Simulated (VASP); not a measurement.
# K (Im-3m) in VASP: notebook

K is run at these levels: HSE06, LDA; tasks: single point.

All numbers are computed with VASP 6.6.1; they aren't measurements. Logs are shortened: lines on timing, memory, paths and dates and some standing lists are left out, and cuts for length are marked.

## 1. The cell of the first run

It takes space group Im-3m (No. 229, cubic). The conventional cell has a = 5.359 Å, b = 5.359 Å, c = 5.359 Å, α = 90.00°, β = 90.00°, γ = 90.00°.

## 2. Single point, HSE06

The input, POSCAR:

```
K
1.0
   -2.6794535516      2.6794535516      2.6794535516
    2.6794535516     -2.6794535516      2.6794535516
    2.6794535516      2.6794535516     -2.6794535516
K
1
Direct
    0.0000000000      0.0000000000      0.0000000000
```

The input, INCAR.step1:

```
SYSTEM = K
  PREC = Accurate
  ENCUT = 400
  EDIFF = 1E-5
  ISMEAR = 0
  SIGMA = 0.05
  LREAL = .FALSE.
  LASPH = .TRUE.
  NELM = 120
  ALGO = Normal
  ISIF = 2
  LWAVE = .TRUE.
  GGA = PE
  NBANDS = 10
  GGA_COMPAT = .FALSE.
```

The input, INCAR.step2:

```
SYSTEM = K
  PREC = Accurate
  ENCUT = 400
  EDIFF = 1E-6
  ISMEAR = 0
  SIGMA = 0.05
  LREAL = .FALSE.
  LASPH = .TRUE.
  NELM = 120
  ALGO = Normal
  ISIF = 2
  LWAVE = .FALSE.
  LCHARG = .TRUE.
  GGA = PE
  LHFCALC = .TRUE.
  HFSCREEN = 0.2079
  PRECFOCK = Normal
  LELF = .TRUE.
  LVHAR = .TRUE.
  ISTART = 1
  NBANDS = 10
  GGA_COMPAT = .FALSE.
```

The input, KPOINTS:

```
regular mesh
0
G
  5 5 5
  0 0 0
```

Potentials or basis: VASP PAW PBE potentials, release 64 (K_sv).

Command:

```
> cat potpaw_PBE.64/K_sv/POTCAR > POTCAR
> cp INCAR.step1 INCAR
> mpirun -np 1 vasp_std > vasp.out
> cp INCAR.step2 INCAR
> mpirun -np 1 vasp_std > vasp.out
```

OUTCAR:

```text
SYSTEM = K
   PREC = Accurate
   ENCUT = 400
   EDIFF = 1E-6
   ISMEAR = 0
   LREAL = .FALSE.
   LASPH = .TRUE.
   NELM = 120
   ISIF = 2
   GGA = PE
   LHFCALC = .TRUE.
   HFSCREEN = 0.2079
   PRECFOCK = Normal
   ISTART = 1

 ion  position               nearest neighbor table
   1  0.000  0.000  0.000-

  LATTYP: Found a body centered cubic cell.
 ALAT       =     5.3589071032

  Lattice vectors:

 A1 = (  -2.6794535516,   2.6794535516,   2.6794535516)
 A2 = (   2.6794535516,  -2.6794535516,   2.6794535516)
 A3 = (   2.6794535516,   2.6794535516,  -2.6794535516)

Analysis of symmetry for initial positions (statically):
=====================================================================
 Subroutine PRICEL returns:
 Original cell was already a primitive cell.

 Routine SETGRP: Setting up the symmetry group for a
 body centered cubic supercell.

 Subroutine GETGRP returns: Found 48 space group operations
 (whereof 48 operations were pure point group operations)
 out of a pool of 48 trial point group operations.

The static configuration has the point symmetry O_h .

Analysis of symmetry for dynamics (positions and initial velocities):
=====================================================================
 Subroutine PRICEL returns:
 Original cell was already a primitive cell.

 Routine SETGRP: Setting up the symmetry group for a
 body centered cubic supercell.

 Subroutine GETGRP returns: Found 48 space group operations
 (whereof 48 operations were pure point group operations)
 out of a pool of 48 trial point group operations.

The dynamic configuration has the point symmetry O_h .

 Subroutine INISYM returns: Found 48 space group operations
 (whereof 48 operations are pure point group operations),
 and found     1 'primitive' translations

----------------------------------------------------------------------------------------

                                     Primitive cell

  volume of cell :      76.9482

  direct lattice vectors                    reciprocal lattice vectors
    -2.679453552  2.679453552  2.679453552     0.000000000  0.186605213  0.186605213
     2.679453552 -2.679453552  2.679453552     0.186605213  0.000000000  0.186605213
     2.679453552  2.679453552 -2.679453552     0.186605213  0.186605213  0.000000000

  length of vectors
     4.640949688  4.640949688  4.640949688     0.263899623  0.263899623  0.263899623

  position of ions in fractional coordinates (direct lattice)
     0.000000000  0.000000000  0.000000000

  ion indices of the primitive-cell ions
   primitive index   ion index
                 1           1

----------------------------------------------------------------------------------------

 KPOINTS: regular mesh

Automatic generation of k-mesh.
 Grid dimensions read from file:
 generate k-points for:    5    5    5

 Generating k-lattice:

  Cartesian coordinates                     Fractional coordinates (reciprocal lattice)
     0.000000000  0.037321043  0.037321043     0.200000000  0.000000000  0.000000000
     0.037321043  0.000000000  0.037321043     0.000000000  0.200000000  0.000000000
     0.037321043  0.037321043  0.000000000     0.000000000  0.000000000  0.200000000

  Length of vectors
     0.052779925  0.052779925  0.052779925

  Shift w.r.t. Gamma in fractional coordinates (k-lattice)
     0.000000000  0.000000000  0.000000000

 Subroutine IBZKPT returns following result:
 ===========================================

 Found     10 irreducible k-points:

 Following reciprocal coordinates:
            Coordinates               Weight
  0.000000  0.000000  0.000000      1.000000
  0.200000  0.000000  0.000000     12.000000
  0.400000  0.000000  0.000000     12.000000
  0.200000  0.200000  0.000000     24.000000
  0.400000  0.200000  0.000000     24.000000
  0.200000  0.200000  0.200000      8.000000
 -0.200000  0.200000  0.200000      6.000000
 -0.400000  0.400000  0.200000     24.000000
 -0.400000 -0.400000  0.200000      8.000000
 -0.400000  0.400000  0.400000      6.000000
   k-points           NKPTS =     10   k-points in BZ     NKDIM =    125   number of bands    NBANDS=     10
   number of dos      NEDOS =    301   number of ions     NIONS =      1
   total plane-waves  NPLWV =  27000
   dimension x,y,z NGX =    30 NGY =   30 NGZ =   30
   dimension x,y,z NGXF=    60 NGYF=   60 NGZF=   60
   ions per type =               1
   NGX,Y,Z   is equivalent  to a cutoff of  10.75, 10.75, 10.75 a.u.
   NGXF,Y,Z  is equivalent  to a cutoff of  21.49, 21.49, 21.49 a.u.
 SYSTEM =  K
   PREC   = accura    normal or accurate (medium, high low for compatibility)
   ISTART =      1    job   : 0-new  1-cont  2-samecut
   ICHARG =      0    charge: 1-file 2-atom 10-const
   ISPIN  =      1    spin polarized calculation?
   LNONCOLLINEAR =      F non collinear calculations
   LSORBIT =      F    spin-orbit coupling
   LASPH  =      T    aspherical Exc in radial PAW
   ENCUT  =  400.0 eV  29.40 Ry    5.42 a.u.   7.57  7.57  7.57*2*pi/ulx,y,z
   NELM   =    120;   NELMIN=  2; NELMDL=  0     # of ELM steps
   EDIFF  = 0.1E-05   stopping-criterion for ELM
   LREAL  =      F    real-space projection
   EDIFFG = 0.1E-04   stopping-criterion for IOM
   NSW    =      0    number of steps for IOM
   IBRION =     -1    ionic relax: 0-MD 1-quasi-New 2-CG
   NFREE  =      0    steps in history (QN), initial steepest desc. (CG)
   ISIF   =      2    stress and relaxation
   ISYM   =      3    0-nonsym 1-usesym 2-fastsym
   POTIM  = 0.5000    time-step for ionic-motion
   TEBEG  =    0.0;   TEEND  =   0.0 temperature during run
   PSTRESS=    0.0 pullay stress
   NELECT =       9.0000    total number of electrons
   NUPDOWN=      -1.0000    fix difference up-down
   EMIN   =  10.00;   EMAX   =-10.00  energy-range for DOS
   EFERMI =   0.00;   METHOD = LEGACY
   ISMEAR =     0;   SIGMA  =   0.05  broadening in eV -4-tet -1-fermi 0-gaus
   EFERMI_NEDOS =   21; number of points for ismear=-14 and -15
   IALGO  =     38    algorithm
   IMIX   =      1    mixing-type and parameters
     AMIX     =   0.40;   BMIX     =  1.00
     AMIX_MAG =   1.60;   BMIX_MAG =  1.00
  volume/ion in A,a.u.               =      76.95       519.27
  Fermi-wavevector in a.u.,A,eV,Ry     =   0.800613  1.512940  8.721084  0.640982
  Thomas-Fermi vector in A             =   1.907942
   LORBIT       =      0    0 simple, 1 ext, 2 COOP (PROOUT), +10 PAW based schemes
   GGA     = PE    functional components
   LHFCALC =     T    Hartree Fock is set to
   PRECFOCK=normal    Normal, Fast or Accurate (Low or Medium for compatibility)
   ENCUT4O =  -1.0   cutoff for four orbital integrals eV
   NKREDX  =     1    reduce k-point grid by
   NKREDY  =     1    reduce k-point grid by
   NKREDZ  =     1    reduce k-point grid by
   AEXX    =    0.2500 exact exchange contribution
   HFSCREEN=    0.2079 screening length (either q_TF or 0.3 A-1)
   HFSCREENC=   0.2079 screening length for correlation (either q_TF or 0.3 A-1)
   ENCUTFOCK=  -1.0 apply spherical cutoff to Coloumb kernel
   IVDW    =     0    specifies the selected vdW correction
   LEPSILON=     F    determine dielectric tensor
   LRPA    =     F    only Hartree local field effects (RPA)
 non-spin polarized calculation
 Gauss-broadening in eV      SIGMA  =   0.05
  energy-cutoff  :      400.00
  volume of cell :       76.95
 maximum number of plane-waves:      1433
 NGX is ok and might be reduce to    30
  NGX = 24; NGY = 24; NGZ = 24

 number of electron       9.0000001 magnetization

 Free energy of the ion-electron system (eV)
  ---------------------------------------------------
  ext. energy  EPLUGINS =         0.00000000
  ---------------------------------------------------
  free energy    TOTEN  =        -1.10935312 eV

  energy without entropy =       -1.10454673  energy(sigma->0) =       -1.10694993

 E-fermi :  -0.1009     XC(G=0):  -4.7777

 val. band max:       -0.5447001259   @ k =   0.4000   0.0000   0.0000
 cond. band min:      -0.0836323125   @ k =  -0.4000   0.4000   0.2000
 fundamental gap:      0.4610678134
 Fermi energy:        -0.1009131682

 k-point     1 :       0.0000    0.0000    0.0000
  band No.  band energies     occupation
      1     -35.3859      2.00000
      2     -17.4730      2.00000
      3     -17.4730      2.00000
      4     -17.4730      2.00000
      5      -2.6373      2.00000
      6       4.6805      0.00000
      7       4.6805      0.00000
      8       4.6805      0.00000
      9       5.6134      0.00000
     10       5.6134      0.00000

 k-point     2 :       0.2000    0.0000    0.0000
  band No.  band energies     occupation
      1     -35.3848      2.00000
      2     -17.4936      2.00000
      3     -17.4797      2.00000
      4     -17.4729      2.00000
      5      -2.0737      2.00000
      6       3.5902      0.00000
      7       4.1137      0.00000
      8       5.0468      0.00000
      9       5.3704      0.00000
     10       5.4824      0.00000

 k-point     3 :       0.4000    0.0000    0.0000
  band No.  band energies     occupation
      1     -35.3829      2.00000
      2     -17.5259      2.00000
      3     -17.4905      2.00000
      4     -17.4727      2.00000
      5      -0.5447      2.00000
      6       1.5117      0.00000
      7       3.5174      0.00000
      8       5.2915      0.00000
      9       5.6873      0.00000
     10       6.0402      0.00000
[... 66 lines left out ...]
 k-point     9 :      -0.4000   -0.4000    0.2000
  band No.  band energies     occupation
      1     -35.3812      2.00000
      2     -17.5155      2.00000
      3     -17.5155      2.00000
      4     -17.4912      2.00000
      5       1.3153      0.00000
      6       1.3153      0.00000
      7       2.0985      0.00000
      8       4.6196      0.00000
      9       4.6196      0.00000
     10       5.9488      0.00000

 k-point    10 :      -0.4000    0.4000    0.4000
  band No.  band energies     occupation
      1     -35.3805      2.00000
      2     -17.5138      2.00000
      3     -17.5103      2.00000
      4     -17.5103      2.00000
      5       1.0608      0.00000
      6       2.0052      0.00000
      7       3.4497      0.00000
      8       3.4497      0.00000
      9       3.6448      0.00000
     10       6.4514      0.00000

------------------------ aborting loop because EDIFF is reached ----------------------------------------

  FORCE on cell =-STRESS in cart. coord.  units (eV):
  Direction    XX          YY          ZZ          XY          YZ          ZX
  --------------------------------------------------------------------------------------
  -------------------------------------------------------------------------------------
  Total       -0.0281613     -0.0281613     -0.0281613     -0.0000000     -0.0000000      0.0000000
  in kB       -0.5863613     -0.5863613     -0.5863613     -0.0000000     -0.0000000      0.0000000
  external PRESSURE =      -0.5863613 kB  Pullay stress =       0.0000000 kB

 VOLUME and BASIS-vectors are now :
 -----------------------------------------------------------------------------
  energy-cutoff  :      400.00
  volume of cell :       76.95
      direct lattice vectors                 reciprocal lattice vectors
    -2.679453552  2.679453552  2.679453552     0.000000000  0.186605213  0.186605213
     2.679453552 -2.679453552  2.679453552     0.186605213  0.000000000  0.186605213
     2.679453552  2.679453552 -2.679453552     0.186605213  0.186605213  0.000000000

 POSITION                                       TOTAL-FORCE (eV/Angst)
 -----------------------------------------------------------------------------------
      0.00000      0.00000      0.00000        -0.000000      0.000000     -0.000000
 -----------------------------------------------------------------------------------
    total drift:                                0.000000      0.000000      0.000000

  FREE ENERGIE OF THE ION-ELECTRON SYSTEM (eV)
  ---------------------------------------------------
  free  energy   TOTEN  =        -1.1093531248 eV

  energy  without entropy=       -1.1045467315  energy(sigma->0) =       -1.10694993
```

It took 4.7 min on 1 thread of Intel Xeon 8259CL, shared host; peak memory 0.27 GiB.

Results:

```
Free energy            : -1.1094 eV
Pressure               : -0.1 GPa
Band gap on the k mesh : zero (an odd number of electrons rules out a gap without spin polarisation)
```

Levels at points of the mesh, in eV from the Fermi level:
```tsv
k point	band 1	band 2	band 3	band 4	band 5	band 6	band 7	band 8	band 9
(0.00, 0.00, 0.00)	-35.28	-17.37	-17.37	-17.37	-2.54	4.78	4.78	4.78	5.71
```

Caveat: the PAW data sets were made with another functional, which shifts forces and pressure a little.

(Part 1 of 2 ends here.)
